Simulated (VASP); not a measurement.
ZnIn2O6: relaxation of cell and atoms with PBE

Crystal: ZnIn2O6.

```
Zn In O
1.0
     5.60340    0.00000    0.00000
    -2.80170    4.85269    0.00000
     0.00000    0.00000    4.70686
Zn In O
1 2 6
Direct
  0.00000 0.00000 0.50000
  0.33333 0.66667 0.75000
  0.66667 0.33333 0.25000
  0.83333 0.66667 0.75000
  0.33333 0.16667 0.75000
  0.83333 0.16667 0.75000
  0.16667 0.33333 0.25000
  0.66667 0.83333 0.25000
  0.16667 0.83333 0.25000
```

| Item | Value |
| --- | --- |
| Program | VASP 6.6.1 |
| Task | relaxation of cell and atoms |
| Functional | PBE |
| Potentials or basis | VASP PAW PBE potentials, release 64 (Zn, In_d, O) |
| Cutoff | 600 eV |
| k mesh | 6 × 6 × 4 |
| Occupations | gaussian, width 0.1 eV |
| Spin | collinear spin, ferromagnetic start |
| Starting moments | [0.0, 0.0, 0.0, 1.0, 1.0, 1.0, 1.0, 1.0, 1.0] μB |
| Dipole correction | no |
| Further INCAR settings | ALGO = Normal; EDIFF = 1e-07; IBRION = 2; EDIFFG = -0.04; NSW = 90; ISIF = 3 |

* Relaxed volume: 11.54 Å³/atom
* Relaxed cell: a = 6.059 Å, b = 6.059 Å, c = 3.267 Å, α = 90.00°, β = 90.00°, γ = 120.00°
* Space group after relaxing (to 0.1 Å): P-3m1 (No. 164)
* Energy gained by relaxing: 560.8 meV/atom
* Ionic steps: 30
* Pressure after relaxing: -0.1 GPa
* Largest force after relaxing: 0.020 eV/Å
* Band gap on the k mesh: zero (filled and empty bands overlap)
* Net moment: 4.00 μB per cell
* Site moments: Zn +0.05; In -0.04; O +0.58 μB
* Valence electrons inside the program's atomic spheres: Zn 10.62; In 11.21; O 4.86

Forces in eV/Å, atoms in the order of the input:
```
Zn   0.000  0.000  0.000
In   0.000  0.000 -0.020
In   0.000  0.000  0.020
O    0.000  0.003 -0.017
O   -0.003 -0.002 -0.017
O    0.003 -0.002 -0.017
O    0.000 -0.003  0.017
O    0.003  0.002  0.017
O   -0.003  0.002  0.017
```

Stress tensor (GPa, compression positive):
```
-0.16  0.00  0.00
 0.00 -0.16  0.00
 0.00  0.00  0.07
```

Step by step:
| step | energy change (eV) | largest force (eV/Å) | pressure (GPa) | volume (Å³) |
| --- | --- | --- | --- | --- |
| 1 | 0.0000 | 0.9160 | -14.61 | 127.99 |
| 2 | -1.8467 | 1.6588 | -4.20 | 105.44 |
| 3 | -2.0741 | 1.6161 | 0.83 | 98.39 |
| 4 | -1.3366 | 1.9230 | 28.01 | 85.25 |
| 5 | -2.0755 | 1.6778 | 3.31 | 96.71 |
| 6 | -2.6739 | 0.3143 | 8.19 | 92.50 |
| 7 | -2.6741 | 0.3116 | 8.36 | 92.42 |
| 8 | -3.2156 | 0.3511 | -1.13 | 98.93 |
| 9 | -3.3173 | 0.5101 | -5.01 | 102.24 |
| 10 | -3.8609 | 0.4777 | -4.09 | 102.06 |
| 11 | -4.5471 | 2.2598 | 9.16 | 98.92 |
| 12 | -4.6636 | 1.6067 | 2.97 | 100.39 |
| 13 | -4.6769 | 1.8102 | 4.74 | 99.97 |
| 14 | -4.9160 | 0.8411 | 2.19 | 102.44 |
| 15 | -4.9196 | 0.6795 | 1.88 | 102.84 |
| 16 | -4.9938 | 0.3799 | -0.13 | 103.51 |
| 17 | -5.0126 | 0.1826 | -1.62 | 104.05 |
| 18 | -5.0261 | 0.1132 | -0.30 | 102.99 |
| 19 | -5.0275 | 0.0819 | 0.27 | 102.56 |
| 20 | -5.0296 | 0.0809 | 0.15 | 102.66 |
| 21 | -5.0333 | 0.1005 | -0.19 | 102.99 |
| 22 | -5.0300 | 0.2163 | -0.80 | 103.64 |
| 23 | -5.0338 | 0.1117 | -0.37 | 103.16 |
| 24 | -5.0353 | 0.1073 | -0.25 | 103.14 |
| 25 | -5.0388 | 0.0949 | 0.06 | 103.06 |
| 26 | -5.0421 | 0.0718 | 0.73 | 102.90 |
| 27 | -5.0452 | 0.0497 | 0.32 | 103.33 |
| 28 | -5.0464 | 0.0662 | -0.45 | 104.16 |
| 29 | -5.0467 | 0.0422 | -0.24 | 103.91 |
| 30 | -5.0472 | 0.0205 | -0.08 | 103.87 |

Final structure:
```
Zn In O
1.0
     6.05872    0.00000    0.00000
    -3.02936    5.24701    0.00000
     0.00000    0.00000    3.26748
Zn In O
1 2 6
Direct
  0.00000 0.00000 0.50000
  0.33333 0.66667 0.77055
  0.66667 0.33333 0.22945
  0.81156 0.62311 0.72430
  0.37689 0.18844 0.72430
  0.81156 0.18844 0.72430
  0.18844 0.37689 0.27570
  0.62311 0.81156 0.27570
  0.18844 0.81156 0.27570
```

Levels at points of the mesh, in eV from the Fermi level:
Spin up:
```tsv
k point	band 35	band 36	band 37	band 38	band 39	band 40	band 41	band 42	band 43	band 44
(0.00, 0.00, 0.00)	-0.92	-0.92	-0.83	-0.83	-0.20	1.43	4.27	6.36	8.18	8.18
(0.50, 0.00, 0.00)	-1.17	-1.04	-0.87	-0.66	-0.36	3.59	4.03	5.69	7.36	7.57
(0.00, 0.00, 0.50)	-1.17	-0.98	-0.98	-0.59	-0.59	4.52	4.57	6.55	6.70	8.73
(0.50, 0.00, 0.50)	-1.48	-1.31	-1.04	-0.54	-0.39	4.82	4.88	7.21	7.48	8.34
```
Spin down:
```tsv
k point	band 32	band 33	band 34	band 35	band 36	band 37	band 38	band 39
(0.00, 0.00, 0.00)	-0.88	-0.16	-0.16	0.04	0.04	0.45	0.45	1.53
(0.50, 0.00, 0.00)	-0.98	-0.88	-0.53	-0.28	0.19	0.24	0.47	1.04
(0.00, 0.00, 0.50)	-0.43	-0.04	-0.04	0.20	0.20	0.33	0.33	0.41
(0.50, 0.00, 0.50)	-0.92	-0.79	-0.58	-0.35	-0.03	0.16	0.77	0.88
```

Run time: 24 min on 4 MPI ranks on Intel(R) Xeon(R) 6975P-C (Granite Rapids) (shared host), peak memory 0.55 GiB a rank.

Caveat: the volume moved by over 15 % at a fixed basis, so the end points are rough; spin-orbit coupling is left out, which moves the levels of the heavy elements.
